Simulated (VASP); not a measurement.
Write the native input for VASP 6.6.1 that does the following.

| Property | Result |
| --- | --- |
| Task | single point |
| Functional | PBEsol |
| Potentials or basis | VASP PAW PBE potentials, release 64 (In_d) |
| Cutoff | 520 eV |
| k mesh | 20 × 20 × 20 |
| Occupations | gaussian, width 0.15 eV |
| Spin | no spin polarisation |
| Dipole correction | no |
| Further INCAR settings | ALGO = Fast; EDIFF = 1e-06; NBANDS = 12 |

The structure of In lies in POSCAR:

```
In
1.0
   -1.6261500000      1.6261500000      2.5110592500
    1.6261500000     -1.6261500000      2.5110592500
    1.6261500000      1.6261500000     -2.5110592500
In
1
Direct
    0.0000000000      0.0000000000      0.0000000000
```

This cell differs from its parent crystal: strain +0.000 along x and y, +0.015 along z.

The input as run:

INCAR

```
PREC = Accurate ; ENCUT = 520
EDIFF = 1E-6 ; ISMEAR = 0
SIGMA = 0.15 ; LREAL = False
LASPH = True ; NELM = 80
ALGO = Fast ; ISIF = 2
LWAVE = False ; LCHARG = True
GGA = PS ; LELF = True
LVHAR = True ; NBANDS = 12
```

KPOINTS

```
regular mesh
0
Gamma
  20 20 20
```

Potentials or basis: VASP PAW PBE potentials, release 64 (In_d).

Command:

```console
$ cat potpaw_PBE.64/In_d/POTCAR > POTCAR
$ mpirun -np 1 vasp_std > vasp.out
```

It gave:

```json
{
 "Pressure": "-1.5 GPa"
}
```

Caveat: the cell differs from its parent crystal (strain +0.000 along x and y, +0.015 along z); the PAW data sets were made with another functional, which shifts forces and pressure a little.

Run time: 110 s on 1 thread of Intel(R) Xeon(R) 6975P-C (Granite Rapids) (shared host), peak memory 0.31 GiB.
